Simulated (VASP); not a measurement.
# MgCd3Se4 (P4/mmm) in VASP: single point with PBE

Aim: the single point of MgCd3Se4 with PBE.

Everything below comes from runs of VASP 6.6.1. Logs are shortened: lines on timing, memory, paths and dates and some standing lists are left out, and cuts for length are marked.

### 1 The cell of the first run

The structure is tetragonal, space group P4/mmm (No. 123). Conventional cell: a = 6.788 Å, b = 6.788 Å, c = 5.160 Å, α = 90.00°, β = 90.00°, γ = 90.00°. Mg (site symmetry 4/mmm) has 8 Se at 3.62 Å and 8 Cd at 4.26 Å within 4.8 Å. Cd (site symmetry 4/mmm) has 8 Se at 3.35 Å and 4 Cd at 3.39 Å within 4.4 Å. Within 3.8 Å of Cd (site symmetry mmm) lie 4 Se at 2.87 Å and 2 Cd at 3.39 Å. Se (site symmetry m2m) has 3 Se at 2.52 to 3.02 Å and 4 Cd at 2.87 to 3.35 Å within 3.4 Å.

The cell was built from a structure type or drawn by symmetry, and may not be a known phase.

### 2 Single point, PBE

File INCAR:

```
ALGO = Normal
EDIFF = 1E-6
ENCUT = 600
GGA = PE
GGA_COMPAT = False
ISIF = 2
ISMEAR = 0
LASPH = True
LCHARG = True
LELF = True
LREAL = False
LVHAR = True
LWAVE = False
NBANDS = 41
NELM = 120
PREC = Accurate
SIGMA = 0.15
```

File KPOINTS:

```
k-points
0
Gamma
  2 2 2
```

File POSCAR:

```
MgCd3Se4
1.0
    6.7883232999      0.0000000000      0.0000000000
    0.0000000000      6.7883232999      0.0000000000
    0.0000000000      0.0000000000      5.1598066278
Mg Cd Se
1 3 4
Direct
    0.5000000000      0.5000000000      0.0000000000
    0.0000000000      0.0000000000      0.5000000000
    0.5000000000      0.0000000000      0.5000000000
    0.0000000000      0.5000000000      0.5000000000
    0.3144408896      0.0000000000      0.0000000000
    0.6855591104      0.0000000000      0.0000000000
    0.0000000000      0.3144408896      0.0000000000
    0.0000000000      0.6855591104      0.0000000000
```

Potentials or basis: VASP PAW PBE potentials, release 64 (Mg, Cd, Se).

Started as:

```bash
> cat potpaw_PBE.64/Mg/POTCAR potpaw_PBE.64/Cd/POTCAR potpaw_PBE.64/Se/POTCAR > POTCAR
> mpirun -np 1 vasp_std > vasp.out
```

OUTCAR:

```text
EDIFF = 1E-6
   ENCUT = 600
   GGA = PE
   ISIF = 2
   ISMEAR = 0
   LASPH = True
   LREAL = False
   NELM = 120
   PREC = Accurate

 ion  position               nearest neighbor table
   1  0.500  0.500  0.000-
   2  0.000  0.000  0.500-   3 3.39   4 3.39   4 3.39   3 3.39
   3  0.500  0.000  0.500-   5 2.87   6 2.87   5 2.87   6 2.87   2 3.39   2 3.39
   4  0.000  0.500  0.500-   7 2.87   8 2.87   7 2.87   8 2.87   2 3.39   2 3.39
   5  0.314  0.000  0.000-   6 2.52   3 2.87   3 2.87
   6  0.686  0.000  0.000-   5 2.52   3 2.87   3 2.87
   7  0.000  0.314  0.000-   8 2.52   4 2.87   4 2.87
   8  0.000  0.686  0.000-   7 2.52   4 2.87   4 2.87

  LATTYP: Found a simple tetragonal cell.
 ALAT       =     6.7883232999
 C/A-ratio  =     0.7601003075

  Lattice vectors:

 A1 = (   6.7883232999,   0.0000000000,   0.0000000000)
 A2 = (   0.0000000000,   6.7883232999,   0.0000000000)
 A3 = (   0.0000000000,   0.0000000000,   5.1598066278)

Analysis of symmetry for initial positions (statically):
=====================================================================
 Subroutine PRICEL returns:
 Original cell was already a primitive cell.

 Routine SETGRP: Setting up the symmetry group for a
 simple tetragonal supercell.

 Subroutine GETGRP returns: Found 16 space group operations
 (whereof 16 operations were pure point group operations)
 out of a pool of 16 trial point group operations.

The static configuration has the point symmetry D_4h.

Analysis of symmetry for dynamics (positions and initial velocities):
=====================================================================
 Subroutine PRICEL returns:
 Original cell was already a primitive cell.

 Routine SETGRP: Setting up the symmetry group for a
 simple tetragonal supercell.

 Subroutine GETGRP returns: Found 16 space group operations
 (whereof 16 operations were pure point group operations)
 out of a pool of 16 trial point group operations.

The dynamic configuration has the point symmetry D_4h.

 Subroutine INISYM returns: Found 16 space group operations
 (whereof 16 operations are pure point group operations),
 and found     1 'primitive' translations

----------------------------------------------------------------------------------------

                                     Primitive cell

  volume of cell :     237.7708

  direct lattice vectors                    reciprocal lattice vectors
     6.788323300  0.000000000  0.000000000     0.147311782  0.000000000  0.000000000
     0.000000000  6.788323300  0.000000000     0.000000000  0.147311782  0.000000000
     0.000000000  0.000000000  5.159806628     0.000000000  0.000000000  0.193805713

  length of vectors
     6.788323300  6.788323300  5.159806628     0.147311782  0.147311782  0.193805713

  position of ions in fractional coordinates (direct lattice)
     0.500000000  0.500000000  0.000000000
     0.000000000  0.000000000  0.500000000
     0.500000000  0.000000000  0.500000000
     0.000000000  0.500000000  0.500000000
     0.314440890  0.000000000  0.000000000
     0.685559110  0.000000000  0.000000000
     0.000000000  0.314440890  0.000000000
     0.000000000  0.685559110  0.000000000

  ion indices of the primitive-cell ions
   primitive index   ion index
                 1           1
                 2           2
                 3           3
                 4           4
                 5           5
                 6           6
                 7           7
                 8           8

----------------------------------------------------------------------------------------

 KPOINTS: k-points

Automatic generation of k-mesh.
 Grid dimensions read from file:
 generate k-points for:    2    2    2

 Generating k-lattice:

  Cartesian coordinates                     Fractional coordinates (reciprocal lattice)
     0.073655891  0.000000000  0.000000000     0.500000000  0.000000000  0.000000000
     0.000000000  0.073655891  0.000000000     0.000000000  0.500000000  0.000000000
     0.000000000  0.000000000  0.096902856     0.000000000  0.000000000  0.500000000

  Length of vectors
     0.073655891  0.073655891  0.096902856

  Shift w.r.t. Gamma in fractional coordinates (k-lattice)
     0.000000000  0.000000000  0.000000000

 Subroutine IBZKPT returns following result:
 ===========================================

 Found      6 irreducible k-points:

 Following reciprocal coordinates:
            Coordinates               Weight
  0.000000  0.000000  0.000000      1.000000
  0.500000  0.000000  0.000000      2.000000
  0.500000  0.500000  0.000000      1.000000
  0.000000  0.000000  0.500000      1.000000
  0.500000  0.000000  0.500000      2.000000
  0.500000  0.500000  0.500000      1.000000
   k-points           NKPTS =      6   k-points in BZ     NKDIM =      6   number of bands    NBANDS=     41
   number of dos      NEDOS =    301   number of ions     NIONS =      8
   total plane-waves  NPLWV = 122472
   dimension x,y,z NGX =    54 NGY =   54 NGZ =   42
   dimension x,y,z NGXF=   108 NGYF=  108 NGZF=   84
   ions per type =               1   3   4
   NGX,Y,Z   is equivalent  to a cutoff of  13.22, 13.22, 13.53 a.u.
   NGXF,Y,Z  is equivalent  to a cutoff of  26.45, 26.45, 27.06 a.u.
 SYSTEM =  unknown system
   PREC   = accura    normal or accurate (medium, high low for compatibility)
   ISTART =      0    job   : 0-new  1-cont  2-samecut
   ICHARG =      2    charge: 1-file 2-atom 10-const
   ISPIN  =      1    spin polarized calculation?
   LNONCOLLINEAR =      F non collinear calculations
   LSORBIT =      F    spin-orbit coupling
   LASPH  =      T    aspherical Exc in radial PAW
   ENCUT  =  600.0 eV  44.10 Ry    6.64 a.u.  13.56 13.56 10.31*2*pi/ulx,y,z
   NELM   =    120;   NELMIN=  2; NELMDL= -5     # of ELM steps
   EDIFF  = 0.1E-05   stopping-criterion for ELM
   LREAL  =      F    real-space projection
   EDIFFG = 0.1E-04   stopping-criterion for IOM
   NSW    =      0    number of steps for IOM
   IBRION =     -1    ionic relax: 0-MD 1-quasi-New 2-CG
   NFREE  =      0    steps in history (QN), initial steepest desc. (CG)
   ISIF   =      2    stress and relaxation
   ISYM   =      2    0-nonsym 1-usesym 2-fastsym
   POTIM  = 0.5000    time-step for ionic-motion
   TEBEG  =    0.0;   TEEND  =   0.0 temperature during run
   PSTRESS=    0.0 pullay stress
   NELECT =      62.0000    total number of electrons
   NUPDOWN=      -1.0000    fix difference up-down
   EMIN   =  10.00;   EMAX   =-10.00  energy-range for DOS
   EFERMI =   0.00;   METHOD = LEGACY
   ISMEAR =     0;   SIGMA  =   0.15  broadening in eV -4-tet -1-fermi 0-gaus
   EFERMI_NEDOS =   21; number of points for ismear=-14 and -15
   IALGO  =     38    algorithm
   IMIX   =      4    mixing-type and parameters
     AMIX     =   0.40;   BMIX     =  1.00
     AMIX_MAG =   1.60;   BMIX_MAG =  1.00
  volume/ion in A,a.u.               =      29.72       200.57
  Fermi-wavevector in a.u.,A,eV,Ry     =   1.045890  1.976445 14.883214  1.093885
  Thomas-Fermi vector in A             =   2.180705
   LORBIT       =      0    0 simple, 1 ext, 2 COOP (PROOUT), +10 PAW based schemes
   GGA     = PE    functional components
   LHFCALC =     F    Hartree Fock is set to
   AEXX    =    0.0000 exact exchange contribution
   IVDW    =     0    specifies the selected vdW correction
   LEPSILON=     F    determine dielectric tensor
   LRPA    =     F    only Hartree local field effects (RPA)
 non-spin polarized calculation
 Gauss-broadening in eV      SIGMA  =   0.15
  energy-cutoff  :      600.00
  volume of cell :      237.77
 maximum number of plane-waves:      7988
   NGX = 27   NGY = 27   NGZ = 21

 number of electron      62.0000008 magnetization

 Free energy of the ion-electron system (eV)
  ---------------------------------------------------
  ext. energy  EPLUGINS =         0.00000000
  ---------------------------------------------------
  free energy    TOTEN  =       -16.25599290 eV

  energy without entropy =      -16.20774558  energy(sigma->0) =      -16.23186924

 E-fermi :   2.0344     XC(G=0):  -8.6659

 val. band max:        2.0086623474   @ k =   0.5000   0.0000   0.0000
 cond. band min:       2.0515361228   @ k =   0.5000   0.0000   0.0000
 fundamental gap:      0.0428737754
 Fermi energy:         2.0344051778

 k-point     1 :       0.0000    0.0000    0.0000
  band No.  band energies     occupation
      1     -12.8189      2.00000
      2     -11.8969      2.00000
      3     -10.1050      2.00000
      4     -10.1050      2.00000
      5      -6.9280      2.00000
      6      -6.8488      2.00000
[... 33 lines left out ...]
     40       5.7300      0.00000
     41       6.0242      0.00000

 k-point     2 :       0.5000    0.0000    0.0000
  band No.  band energies     occupation
      1     -12.5061      2.00000
      2     -12.3251      2.00000
      3     -10.1010      2.00000
      4     -10.0553      2.00000
      5      -6.8759      2.00000
      6      -6.8477      2.00000
[... 33 lines left out ...]
     40       5.5467      0.00000
     41       6.0049      0.00000

 k-point     3 :       0.5000    0.5000    0.0000
  band No.  band energies     occupation
      1     -12.3222      2.00000
      2     -12.3222      2.00000
      3     -11.0720      2.00000
      4      -9.1746      2.00000
      5      -6.7236      2.00000
      6      -6.6780      2.00000
[... 33 lines left out ...]
     40       6.5855      0.00000
     41       7.3357      0.00000

 k-point     4 :       0.0000    0.0000    0.5000
  band No.  band energies     occupation
      1     -12.6846      2.00000
      2     -11.7327      2.00000
      3     -10.2117      2.00000
      4     -10.2117      2.00000
      5      -6.9288      2.00000
      6      -6.8071      2.00000
[... 33 lines left out ...]
     40       6.4446      0.00000
     41       6.4446      0.00000

 k-point     5 :       0.5000    0.0000    0.5000
  band No.  band energies     occupation
      1     -12.3722      2.00000
      2     -12.1929      2.00000
      3     -10.2076      2.00000
      4     -10.0732      2.00000
      5      -6.8745      2.00000
      6      -6.7843      2.00000
[... 33 lines left out ...]
     40       5.8409      0.00000
     41       6.6152      0.00000

 k-point     6 :       0.5000    0.5000    0.5000
  band No.  band energies     occupation
      1     -12.1899      2.00000
      2     -12.1899      2.00000
      3     -11.0707      2.00000
      4      -9.3077      2.00000
      5      -6.7734      2.00000
      6      -6.7734      2.00000
[... 33 lines left out ...]
     40       5.6299      0.00000
     41       5.8934      0.00000

------------------------ aborting loop because EDIFF is reached ----------------------------------------

  FORCE on cell =-STRESS in cart. coord.  units (eV):
  Direction    XX          YY          ZZ          XY          YZ          ZX
  --------------------------------------------------------------------------------------
  -------------------------------------------------------------------------------------
  Total       -0.0511598     -0.0511598     -0.0428454      0.0000000     -0.0000000      0.0000000
  in kB       -0.3447317     -0.3447317     -0.2887061      0.0000000     -0.0000000      0.0000000
  external PRESSURE =      -0.3260565 kB  Pullay stress =       0.0000000 kB

 VOLUME and BASIS-vectors are now :
 -----------------------------------------------------------------------------
  energy-cutoff  :      600.00
  volume of cell :      237.77
      direct lattice vectors                 reciprocal lattice vectors
     6.788323300  0.000000000  0.000000000     0.147311782  0.000000000  0.000000000
     0.000000000  6.788323300  0.000000000     0.000000000  0.147311782  0.000000000
     0.000000000  0.000000000  5.159806628     0.000000000  0.000000000  0.193805713

 POSITION                                       TOTAL-FORCE (eV/Angst)
 -----------------------------------------------------------------------------------
      3.39416      3.39416      0.00000         0.000000      0.000000      0.000000
      0.00000      0.00000      2.57990         0.000000      0.000000      0.000000
      3.39416      0.00000      2.57990         0.000000      0.000000      0.000000
      0.00000      3.39416      2.57990         0.000000      0.000000      0.000000
      2.13453      0.00000      0.00000         0.018297      0.000000      0.000000
      4.65380      0.00000      0.00000        -0.018297     -0.000000      0.000000
      0.00000      2.13453      0.00000        -0.000000      0.018297      0.000000
      0.00000      4.65380      0.00000         0.000000     -0.018297      0.000000
 -----------------------------------------------------------------------------------
    total drift:                                0.000000     -0.000000      0.000000

  FREE ENERGIE OF THE ION-ELECTRON SYSTEM (eV)
  ---------------------------------------------------
  free  energy   TOTEN  =       -16.2559929035 eV

  energy  without entropy=      -16.2077455848  energy(sigma->0) =      -16.23186924
```

It took 38 s on 1 thread of Intel Xeon 6975P-C (Granite Rapids), shared host; peak memory 0.37 GiB.

What came out:

- Free energy: -16.2560 eV
- Pressure: 0.0 GPa
- Largest force: 0.018 eV/Å
- Band gap on the k mesh: zero (bands 31 and 32 overlap by 1.69 eV)

Forces in eV/Å, atoms in the order of the input:
```
Mg   0.000  0.000  0.000
Cd   0.000  0.000  0.000
Cd   0.000  0.000  0.000
Cd   0.000  0.000  0.000
Se   0.018  0.000  0.000
Se  -0.018  0.000  0.000
Se   0.000  0.018  0.000
Se   0.000 -0.018  0.000
```

Caveat: the k points lie up to 0.61 Å⁻¹ apart, too coarse for converged energies and pressures of a metal.
